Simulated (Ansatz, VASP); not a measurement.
Mg3S2O in VASP and in Ansatz

```xyz
6
Lattice="5.4599 0.0000 0.0000 0.0000 5.4599 0.0000 0.0000 0.0000 4.4123" Properties=species:S:1:pos:R:3 pbc="T T T"
Mg    0.0000    2.7300    2.2062
Mg    2.7300    0.0000    2.2062
Mg    2.7300    2.7300    2.2062
S     2.7300    2.7300    0.0000
S     0.0000    0.0000    2.2062
O     0.0000    0.0000    0.0000
```

Alike in both runs: functional PBE; k mesh 8 × 8 × 8; occupations gaussian, width 0.1 eV; no spin polarisation.

Ansatz relaxed the structure, and its values are those at the end. VASP's run is a single point on that final structure, the one shown.

```csv
,VASP,Ansatz
version,VASP 6.6.1,Ansatz 0.2.0
potentials or method,"VASP PAW PBE potentials, release 64 (Mg, S, O), cutoff 520 eV","scalar-relativistic, plane waves, PAW"
valence electrons in the cell,24,48
```

```csv
,VASP,Ansatz,Ansatz less VASP
gap on the k mesh at the Fermi level (eV),none,none,-
pressure (GPa),0.0,0.0,+0.05
```

A gap of «none» marks a metal or a gap that the smearing closes. The functional is the same, so the differences come from potentials, cutoffs and numerics. VASP's potentials hold 24 valence electrons a cell and Ansatz's 48, so a difference there can come from the potentials and not from the codes.
